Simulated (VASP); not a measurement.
Set up this calculation in VASP 6.6.1, as the native input.

```
Task                   : single point
Functional             : PBE
Potentials or basis    : VASP PAW PBE potentials, release 64 (Cu, Ni)
Cutoff                 : 520 eV
k mesh                 : 12 × 12 × 1
Occupations            : gaussian, width 0.2 eV
Spin                   : no spin polarisation
Dipole correction      : no
Further INCAR settings : ALGO = Fast; EDIFF = 1e-06; NBANDS = 64
```

The structure of Cu3Ni2 lies in POSCAR:

```
Cu3Ni2
1.0
    2.5180012137     -0.0000066830      0.0001136187
   -1.2590068926      2.1808663464      0.0000744620
    0.0009472572      0.0012694054     20.8622458418
Cu Ni
6 4
Direct
    0.3333736772      0.6670622647      0.9490112622
    0.3331279179      0.6662244705      0.5509865192
    0.3331322396      0.6665196140      0.7499997859
    0.6668732159      0.3337215920      0.0509888635
    0.6668291660      0.3335088730      0.2500019757
    0.6666505538      0.3329510647      0.4490104347
    0.3335755015      0.6670655573      0.1503494372
    0.3334229393      0.6665882114      0.3496515250
    0.6664380288      0.3329208020      0.6503476051
    0.6665767597      0.3334375506      0.8496525915
```

One way to write it, as run:

INCAR

```
SYSTEM = Cu3Ni2
ALGO = Fast
EDIFF = 1E-6
ENCUT = 520
GGA = PE
ISIF = 2
ISMEAR = 0
LASPH = .True.
LCHARG = .True.
LELF = .True.
LREAL = .False.
LVHAR = .True.
LWAVE = .False.
NBANDS = 64
NELM = 100
PREC = Accurate
SIGMA = 0.2
```

KPOINTS

```
k-points
0
Gamma
  12 12 1
  0 0 0
```

Potentials or basis: VASP PAW PBE potentials, release 64 (Cu, Ni).

Run with:

```console
$ cat potpaw_PBE.64/Cu/POTCAR potpaw_PBE.64/Ni/POTCAR > POTCAR
$ mpirun -np 1 vasp_std > vasp.out
```

Results of the run:

```json
{
  "Pressure": "0.3 GPa",
  "Largest force": "0.009 eV/Å",
  "Band gap on the k mesh": "zero (band 53 reaches 12.26 eV, above the bottom of band 54 at 7.61 eV)"
}
```

Wall time 7.5 min on 1 thread of Intel(R) Xeon(R) 6975P-C (Granite Rapids) (shared host), peak memory 0.52 GiB.
